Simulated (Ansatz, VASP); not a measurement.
## One calculation of Se, two programs

The input INCAR:

```
SYSTEM = Se
PREC     = Accurate       ! precision mode
ENCUT    = 520            ! plane-wave cutoff, eV
EDIFF    = 1E-6           ! SCF threshold, eV
ISMEAR   = -1             ! smearing method
SIGMA    = 0.08           ! smearing width, eV
LREAL    = .FALSE.        ! projectors in reciprocal space
LASPH    = .TRUE.         ! aspherical terms in the spheres
NELM     = 60             ! most SCF steps
ALGO     = Normal         ! electronic algorithm
ISIF     = 2              ! what is computed and relaxed
LWAVE    = .FALSE.        ! write WAVECAR
LCHARG   = .FALSE.        ! write CHGCAR
GGA      = CA             ! functional
NBANDS   = 9              ! bands
```

The input KPOINTS:

```
regular mesh
0
G
  13 13 13
  0 0 0
```

POSCAR

```
Se
1.0
    2.1220834487      0.0000000000      0.0000000000
    0.0000000000      2.1220834487      0.0000000000
    0.0000000000      0.0000000000      2.1220834487
Se
1
Direct
    0.0000000000      0.0000000000      0.0000000000
```

Input for Ansatz:

```yaml
crystal:
  lattice:
    - [2.1220834487, 0.0, 0.0]
    - [0.0, 2.1220834487, 0.0]
    - [0.0, 0.0, 2.1220834487]
  atoms:
    - { symbol: Se, position: [0.0, 0.0, 0.0] }
kpoints:
  mp_grid: { grid: [13, 13, 13] }
  band_path:
    path:
      - [0.0, 0.0, 0.0]
      - [0.0, 0.5, 0.0]
      - [0.5, 0.5, 0.0]
      - [0.0, 0.0, 0.0]
      - [0.5, 0.5, 0.5]
      - [0.0, 0.5, 0.0]
      - [0.5, 0.5, 0.5]
      - [0.5, 0.5, 0.0]
    npoints: 8
scf:
  occupations: { method: fermi_dirac, width: 0.08 }
hamiltonian:
  xc: lda
  pseudopotentials: { kind: paw }
output:
  forces: true
  stress: true
  eigenvalues: true
  populations: true
  dos: { projected: true, de: 0.2, e_range: [-14, 8] }
  write_density: true
  write_potential: true
  elf: true
  volumetric_format: npy
```

Change from the starting cell: volume scaled by 0.45, PAW files.

Alike in both runs: task single point; functional LDA; k mesh 13 × 13 × 13; occupations fermi-dirac, width 0.08 eV; no spin polarisation.

```csv
,VASP,Ansatz
version,VASP 6.6.1,Ansatz 0.2.0
potentials or method,"VASP PAW LDA potentials, release 64 (Se)","PAW with Ansatz's default frozen-core files, scalar-relativistic"
plane-wave cutoff (eV),520,420
valence electrons in the cell,6,16
```

|  | VASP | Ansatz | Ansatz less VASP |
| --- | --- | --- | --- |
| pressure (GPa) | 326.7 | 317.6 | -9.13 |

LDA's correlation is that of Perdew and Zunger in VASP and of Perdew and Wang (1992) in Ansatz. Both programs put the cell under a high pressure, so it lies far from rest at this level. VASP's potentials hold 6 valence electrons a cell and Ansatz's 16, so a difference there can come from the potentials and not from the codes.

Noted on VASP's run: the cell as given lies far from equilibrium.
